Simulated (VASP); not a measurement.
# MoPt3 (Pm-3m) in VASP: notebook, part 2 of 2

VASP 6.6.1. Earlier steps stand in the parts before.

### Step 4. Single point, LDA

File INCAR:

```
PREC = Accurate
ENCUT = 500
EDIFF = 1E-6
ISMEAR = 1
SIGMA = 0.1
LREAL = F
LASPH = T
NELM = 120
ALGO = Normal
ISIF = 2
LWAVE = F
LCHARG = T
LELF = T
LVHAR = T
NBANDS = 30
GGA_COMPAT = F
```

File KPOINTS:

```
Automatic mesh
0
Gamma
  4 4 4
```

File POSCAR:

```
MoPt3
1.0
    3.9795210000      0.0000000000      0.0000000000
    0.0000000000      3.9795210000      0.0000000000
    0.0000000000      0.0000000000      3.9795210000
Mo Pt
1 3
Direct
    0.0000000000      0.0000000000      0.0000000000
    0.5000000000      0.5000000000      0.0000000000
    0.5000000000      0.0000000000      0.5000000000
    0.0000000000      0.5000000000      0.5000000000
```

Potentials or basis: VASP PAW LDA potentials, release 64 (Mo_sv, Pt).

On the command line:

```sh
cat potpaw_LDA.64/Mo_sv/POTCAR potpaw_LDA.64/Pt/POTCAR > POTCAR
mpirun -np 1 vasp_std > vasp.out
```

OUTCAR:

```text
PREC = Accurate
   ENCUT = 500
   EDIFF = 1E-6
   ISMEAR = 1
   LREAL = F
   LASPH = T
   NELM = 120
   ISIF = 2

 ion  position               nearest neighbor table
   1  0.000  0.000  0.000-   2 2.81   3 2.81   4 2.81   3 2.81   4 2.81   2 2.81   4 2.81   4 2.81
                             2 2.81   3 2.81   3 2.81   2 2.81
   2  0.500  0.500  0.000-   1 2.81   3 2.81   4 2.81   3 2.81   4 2.81   1 2.81   3 2.81   3 2.81
                             1 2.81   4 2.81   4 2.81   1 2.81
   3  0.500  0.000  0.500-   1 2.81   2 2.81   4 2.81   1 2.81   2 2.81   2 2.81   4 2.81   2 2.81
                             1 2.81   4 2.81   1 2.81   4 2.81
   4  0.000  0.500  0.500-   1 2.81   2 2.81   3 2.81   1 2.81   2 2.81   1 2.81   3 2.81   1 2.81
                             2 2.81   3 2.81   2 2.81   3 2.81

  LATTYP: Found a simple cubic cell.
 ALAT       =     3.9795210000

  Lattice vectors:

 A1 = (   3.9795210000,   0.0000000000,   0.0000000000)
 A2 = (   0.0000000000,   3.9795210000,   0.0000000000)
 A3 = (   0.0000000000,   0.0000000000,   3.9795210000)

Analysis of symmetry for initial positions (statically):
=====================================================================
 Subroutine PRICEL returns:
 Original cell was already a primitive cell.

 Routine SETGRP: Setting up the symmetry group for a
 simple cubic supercell.

 Subroutine GETGRP returns: Found 48 space group operations
[... 9 lines left out ...]

 Routine SETGRP: Setting up the symmetry group for a
 simple cubic supercell.

 Subroutine GETGRP returns: Found 48 space group operations
[... 11 lines left out ...]
                                     Primitive cell

  volume of cell :      63.0220

  direct lattice vectors                    reciprocal lattice vectors
     3.979521000  0.000000000  0.000000000     0.251286524  0.000000000  0.000000000
     0.000000000  3.979521000  0.000000000     0.000000000  0.251286524  0.000000000
     0.000000000  0.000000000  3.979521000     0.000000000  0.000000000  0.251286524

  length of vectors
     3.979521000  3.979521000  3.979521000     0.251286524  0.251286524  0.251286524

  position of ions in fractional coordinates (direct lattice)
     0.000000000  0.000000000  0.000000000
     0.500000000  0.500000000  0.000000000
     0.500000000  0.000000000  0.500000000
     0.000000000  0.500000000  0.500000000

  ion indices of the primitive-cell ions
   primitive index   ion index
                 1           1
                 2           2
                 3           3
                 4           4

----------------------------------------------------------------------------------------

 KPOINTS: Automatic mesh

Automatic generation of k-mesh.
 Grid dimensions read from file:
 generate k-points for:    4    4    4

 Generating k-lattice:

  Cartesian coordinates                     Fractional coordinates (reciprocal lattice)
     0.062821631  0.000000000  0.000000000     0.250000000  0.000000000  0.000000000
     0.000000000  0.062821631  0.000000000     0.000000000  0.250000000  0.000000000
     0.000000000  0.000000000  0.062821631     0.000000000  0.000000000  0.250000000

  Length of vectors
     0.062821631  0.062821631  0.062821631

  Shift w.r.t. Gamma in fractional coordinates (k-lattice)
     0.000000000  0.000000000  0.000000000

 Subroutine IBZKPT returns following result:
 ===========================================

 Found     10 irreducible k-points:

 Following reciprocal coordinates:
            Coordinates               Weight
  0.000000  0.000000  0.000000      1.000000
  0.250000  0.000000  0.000000      6.000000
  0.500000  0.000000  0.000000      3.000000
  0.250000  0.250000  0.000000     12.000000
  0.500000  0.250000  0.000000     12.000000
  0.500000  0.500000  0.000000      3.000000
  0.250000  0.250000  0.250000      8.000000
  0.500000  0.250000  0.250000     12.000000
  0.500000  0.500000  0.250000      6.000000
  0.500000  0.500000  0.500000      1.000000
   k-points           NKPTS =     10   k-points in BZ     NKDIM =     10   number of bands    NBANDS=     30
   number of dos      NEDOS =    301   number of ions     NIONS =      4
   total plane-waves  NPLWV =  27000
   dimension x,y,z NGX =    30 NGY =   30 NGZ =   30
   dimension x,y,z NGXF=    60 NGYF=   60 NGZF=   60
   ions per type =               1   3
   NGX,Y,Z   is equivalent  to a cutoff of  12.53, 12.53, 12.53 a.u.
   NGXF,Y,Z  is equivalent  to a cutoff of  25.07, 25.07, 25.07 a.u.
 SYSTEM =  unknown system
   PREC   = accura    normal or accurate (medium, high low for compatibility)
   ISTART =      0    job   : 0-new  1-cont  2-samecut
   ICHARG =      2    charge: 1-file 2-atom 10-const
   ISPIN  =      1    spin polarized calculation?
   LNONCOLLINEAR =      F non collinear calculations
   LSORBIT =      F    spin-orbit coupling
   LASPH  =      T    aspherical Exc in radial PAW
   ENCUT  =  500.0 eV  36.75 Ry    6.06 a.u.   7.26  7.26  7.26*2*pi/ulx,y,z
   NELM   =    120;   NELMIN=  2; NELMDL= -5     # of ELM steps
   EDIFF  = 0.1E-05   stopping-criterion for ELM
   LREAL  =      F    real-space projection
   EDIFFG = 0.1E-04   stopping-criterion for IOM
   NSW    =      0    number of steps for IOM
   IBRION =     -1    ionic relax: 0-MD 1-quasi-New 2-CG
   NFREE  =      0    steps in history (QN), initial steepest desc. (CG)
   ISIF   =      2    stress and relaxation
   ISYM   =      2    0-nonsym 1-usesym 2-fastsym
   POTIM  = 0.5000    time-step for ionic-motion
   TEBEG  =    0.0;   TEEND  =   0.0 temperature during run
   PSTRESS=    0.0 pullay stress
   NELECT =      44.0000    total number of electrons
   NUPDOWN=      -1.0000    fix difference up-down
   EMIN   =  10.00;   EMAX   =-10.00  energy-range for DOS
   EFERMI =   0.00;   METHOD = LEGACY
   ISMEAR =     1;   SIGMA  =   0.10  broadening in eV -4-tet -1-fermi 0-gaus
   EFERMI_NEDOS =   21; number of points for ismear=-14 and -15
   IALGO  =     38    algorithm
   IMIX   =      4    mixing-type and parameters
     AMIX     =   0.40;   BMIX     =  1.00
     AMIX_MAG =   1.60;   BMIX_MAG =  1.00
  volume/ion in A,a.u.               =      15.76       106.32
  Fermi-wavevector in a.u.,A,eV,Ry     =   1.452318  2.744482 28.697766  2.109226
  Thomas-Fermi vector in A             =   2.569713
   LORBIT       =      0    0 simple, 1 ext, 2 COOP (PROOUT), +10 PAW based schemes
   GGA     = CA    functional components
   LHFCALC =     F    Hartree Fock is set to
   AEXX    =    0.0000 exact exchange contribution
   IVDW    =     0    specifies the selected vdW correction
   LEPSILON=     F    determine dielectric tensor
   LRPA    =     F    only Hartree local field effects (RPA)
 non-spin polarized calculation
 Methfessel and Paxton  Order N= 1 SIGMA  =   0.10
  energy-cutoff  :      500.00
  volume of cell :       63.02
 maximum number of plane-waves:      1628
 NGX is ok and might be reduce to    30
   NGX = 15   NGY = 15   NGZ = 15

 number of electron      44.0000014 magnetization

 Free energy of the ion-electron system (eV)
  ---------------------------------------------------
  ext. energy  EPLUGINS =         0.00000000
  ---------------------------------------------------
  free energy    TOTEN  =       -34.98686666 eV

  energy without entropy =      -34.98679677  energy(sigma->0) =      -34.98684336

 E-fermi :  11.4211     XC(G=0): -13.4687

 val. band max:       11.3281727988   @ k =   0.5000   0.2500   0.0000
 cond. band min:      11.4353358107   @ k =   0.2500   0.2500   0.0000
 fundamental gap:      0.1071630119
 Fermi energy:        11.4211010384

 k-point     1 :       0.0000    0.0000    0.0000
  band No.  band energies     occupation
      1     -49.9350      2.00000
      2     -24.1738      2.00000
      3     -24.1738      2.00000
      4     -24.1738      2.00000
      5       1.5435      2.00000
      6       4.3614      2.00000
[... 22 lines left out ...]
     29      19.6889      0.00000
     30      19.6889      0.00000

 k-point     2 :       0.2500    0.0000    0.0000
  band No.  band energies     occupation
      1     -49.9343      2.00000
      2     -24.1892      2.00000
      3     -24.1760      2.00000
      4     -24.1760      2.00000
      5       2.3299      2.00000
      6       4.6609      2.00000
[... 256 lines left out ...]
 k-point    10 :       0.5000    0.5000    0.5000
  band No.  band energies     occupation
      1     -49.9330      2.00000
      2     -24.1886      2.00000
      3     -24.1886      2.00000
      4     -24.1886      2.00000
      5       4.0616      2.00000
      6       4.0616      2.00000
[... 22 lines left out ...]
     29      17.2030      0.00000
     30      17.2030      0.00000

------------------------ aborting loop because EDIFF is reached ----------------------------------------

  FORCE on cell =-STRESS in cart. coord.  units (eV):
  Direction    XX          YY          ZZ          XY          YZ          ZX
  --------------------------------------------------------------------------------------
  -------------------------------------------------------------------------------------
  Total       -6.7239098     -6.7239098     -6.7239098      0.0000000      0.0000000     -0.0000000
  in kB     -170.9385668   -170.9385668   -170.9385668      0.0000000      0.0000000     -0.0000000
  external PRESSURE =    -170.9385668 kB  Pullay stress =       0.0000000 kB

 VOLUME and BASIS-vectors are now :
 -----------------------------------------------------------------------------
  energy-cutoff  :      500.00
  volume of cell :       63.02
      direct lattice vectors                 reciprocal lattice vectors
     3.979521000  0.000000000  0.000000000     0.251286524  0.000000000  0.000000000
     0.000000000  3.979521000  0.000000000     0.000000000  0.251286524  0.000000000
     0.000000000  0.000000000  3.979521000     0.000000000  0.000000000  0.251286524

 POSITION                                       TOTAL-FORCE (eV/Angst)
 -----------------------------------------------------------------------------------
      0.00000      0.00000      0.00000         0.000000      0.000000      0.000000
      1.98976      1.98976      0.00000         0.000000      0.000000      0.000000
      1.98976      0.00000      1.98976         0.000000      0.000000      0.000000
      0.00000      1.98976      1.98976         0.000000      0.000000      0.000000
 -----------------------------------------------------------------------------------
    total drift:                                0.000000      0.000000     -0.000000

  FREE ENERGIE OF THE ION-ELECTRON SYSTEM (eV)
  ---------------------------------------------------
  free  energy   TOTEN  =       -34.9868666593 eV

  energy  without entropy=      -34.9867967700  energy(sigma->0) =      -34.98684336
```

It took 8.5 s on 1 thread of Intel Xeon 6975P-C (Granite Rapids), shared host; peak memory 0.14 GiB.

Results:

* Free energy: -34.9869 eV
* Pressure: -17.1 GPa
* Band gap on the k mesh: zero (band 22 reaches 12.53 eV, above the bottom of band 23 at 11.00 eV)

Caveat: the k points lie up to 0.39 Å⁻¹ apart; spin-orbit coupling is left out, which moves the levels of the heavy elements.

### Step 5. Single point, LDA

File INCAR:

```
SYSTEM = MoPt3
  PREC = Accurate
  ENCUT = 500
  EDIFF = 1E-6
  ISMEAR = 1
  SIGMA = 0.1
  LREAL = .FALSE.
  LASPH = .TRUE.
  NELM = 120
  ALGO = Normal
  ISIF = 2
  LWAVE = .FALSE.
  LCHARG = .TRUE.
  GGA = CA
  LELF = .TRUE.
  LVHAR = .TRUE.
  NBANDS = 30
  GGA_COMPAT = .FALSE.
```

File KPOINTS:

```
Automatic mesh
0
G
  5 5 5
  0 0 0
```

POSCAR is that of step 4.

On the command line:

```sh
cat potpaw_LDA.64/Mo_sv/POTCAR potpaw_LDA.64/Pt/POTCAR > POTCAR
mpirun -np 1 vasp_std > vasp.out
```

Run time: 8.5 s. Hardware: 1 thread of Intel Xeon 6975P-C (Granite Rapids), shared host; peak memory 0.14 GiB.

Results (log left out):

* Free energy: -34.9686 eV
* Pressure: -16.8 GPa
* Band gap on the k mesh: zero (band 22 reaches 12.52 eV, above the bottom of band 23 at 11.20 eV)

Levels at points of the mesh, in eV from the Fermi level:
```csv
k point,band 19,band 20,band 21,band 22,band 23,band 24
"(0.00, 0.00, 0.00)",-0.06,-0.06,1.23,1.23,1.77,1.77
```

Caveat: spin-orbit coupling is left out, which moves the levels of the heavy elements.

### Step 6. Overview

| k mesh | gap on the mesh (eV) | pressure (GPa) |
| --- | --- | --- |
| 2 × 2 × 2 | none | -17.4 |
| 3 × 3 × 3 | none | -14.7 |
| 4 × 4 × 4 | none | -17.1 |
| 5 × 5 × 5 | none | -16.8 |

Alike in all rows: task single point; level LDA; potentials or basis VASP PAW LDA potentials, release 64 (Mo_sv, Pt); no spin polarisation; cell as given; cutoff (eV) 500; smearing methfessel-paxton 0.1 eV.

Caveats: some runs use coarse meshes; spin-orbit coupling is left out, which moves the levels of the heavy elements.

Total energies depend on the potentials used, so only differences within one code and one set of settings carry meaning.
